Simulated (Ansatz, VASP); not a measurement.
**One calculation of SnO, two programs**

The input INCAR:

```
PREC = Accurate ; ENCUT = 520
EDIFF = 1E-6 ; ISMEAR = 0
SIGMA = 0.15 ; LREAL = F
LASPH = T ; NELM = 60
ALGO = Normal ; ISIF = 2
LWAVE = F ; LCHARG = T
GGA = PS ; LELF = T
LVHAR = T ; NBANDS = 28
```

KPOINTS

```
regular mesh
0
Gamma
  14 14 12
```

The input POSCAR:

```
SnO
1.0
    4.0136466639      0.0000000000      0.0000000000
    0.0000000000      4.0136466639      0.0000000000
    0.0000000000      0.0000000000      4.3394255593
Sn O
2 2
Direct
    0.0000000000      0.5000000000      0.2385000000
    0.5000000000      0.0000000000      0.7615000000
    0.0000000000      0.0000000000      0.0000000000
    0.5000000000      0.5000000000      0.0000000000
```

Input for Ansatz:

```yaml
crystal:
  lattice:
    - [4.0136466639, 0.0, 0.0]
    - [0.0, 4.0136466639, 0.0]
    - [0.0, 0.0, 4.3394255593]
  atoms:
    - { symbol: Sn, position: [0.0, 0.5, 0.2385] }
    - { symbol: Sn, position: [0.5, 0.0, 0.7615] }
    - { symbol: O, position: [0.0, 0.0, 0.0] }
    - { symbol: O, position: [0.5, 0.5, 0.0] }
basis:
  ecutwfc: 420
kpoints:
  mp_grid: { grid: [14, 14, 12] }
hamiltonian:
  xc: pbesol
scf:
  occupations: { method: gaussian, width: 0.15 }
output:
  forces: true
  stress: true
  eigenvalues: true
```

Alike in both runs: task single point; functional PBEsol; k mesh 14 × 14 × 12; occupations gaussian, width 0.15 eV; no spin polarisation.

|  | VASP | Ansatz |
| --- | --- | --- |
| version | VASP 6.6.1 | Ansatz 0.2.0 |
| potentials or method | VASP PAW PBE potentials, release 64 (Sn_d, O), cutoff 520 eV | scalar-relativistic, plane waves, PAW |
| valence electrons in the cell | 40 | 40 |

Ansatz gave:

| Property | Result |
| --- | --- |
| gap on the k mesh at the Fermi level (eV) | 0.66 |
| least direct gap on the mesh (eV) | 1.56 |
| pressure (GPa) | -2.7 |
| traceless stress, the component that is largest in VASP (GPa) | 5.93 |
| rms of the force components (eV/Å) | 0.168 |

Task: Estimate VASP's values.

Result: gap on the k mesh at the Fermi level (eV): 0.66; least direct gap on the mesh (eV): 1.51; pressure (GPa): -2.5; traceless stress, the component that is largest in VASP (GPa): 5.85; rms of the force components (eV/Å): 0.198.

VASP's potentials were made for PBE, not for PBEsol. Atom by atom the forces differ by 0.029 eV/Å (rms over components).
